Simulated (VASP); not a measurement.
Set up this calculation in VASP 6.6.1, as the native input.

| Property | Result |
| --- | --- |
| Task | single point |
| Functional | PBE |
| Potentials or basis | VASP PAW PBE potentials, release 64 (C) |
| Cutoff | 520 eV |
| k mesh | 10 × 10 × 10 |
| Occupations | gaussian, width 0.1 eV |
| Spin | collinear spin |
| Starting moments | [1.0, 1.0, 1.0, 1.0] μB |
| Dipole correction | no |
| Further INCAR settings | ALGO = Normal; EDIFF = 1e-07; NBANDS = 20 |

The structure of C lies in POSCAR:

```
C
1.0
   -1.2637042900      1.2637042900      4.3775999300
    1.2637042900     -1.2637042900      4.3775999300
    1.2637042900      1.2637042900     -4.3775999300
C
4
Direct
    0.0833333400      0.0833333400      0.0000000000
    0.8333333400      0.3333333400      0.5000000000
    0.9166666600      0.9166666600      0.0000000000
    0.6666666600      0.1666666600      0.5000000000
```

The cell was generated, and may not be a known phase.

One way to write it, as run:

INCAR

```
SYSTEM = C
  PREC = Accurate
  ENCUT = 520
  EDIFF = 1E-7
  ISMEAR = 0
  SIGMA = 0.1
  LREAL = .False.
  LASPH = .True.
  NELM = 150
  ALGO = Normal
  ISIF = 2
  LWAVE = .False.
  LCHARG = .False.
  ISPIN = 2
  MAGMOM = 1 1 1 1
  LORBIT = 11
  GGA = PE
  NBANDS = 20
```

KPOINTS

```
Automatic mesh
0
Gamma
  10 10 10
  0 0 0
```

Potentials or basis: VASP PAW PBE potentials, release 64 (C).

Command:

```console
$ cat potpaw_PBE.64/C/POTCAR > POTCAR
$ mpirun -np 1 vasp_std > vasp.out
```

It gave:

The pressure is -2.5 GPa, the largest force is 2.019 eV/Å and the band gap on the k mesh is zero (filled and empty bands overlap). The net moment is 0.00 μB per cell and the valence electrons inside the program's atomic spheres are C 2.57.

Caveat: the stress differs along the axes, from -7 to -0 GPa; this functional lacks dispersion, which binds layers or chains, so the pressure and a relaxed spacing across them are unreliable; forces of over 1 eV/Å act on the atoms, so gaps and moduli don't describe the material at rest.

It took 89 s on 1 thread of Intel(R) Xeon(R) 6975P-C (Granite Rapids), with other jobs on the host, peak memory 0.27 GiB.
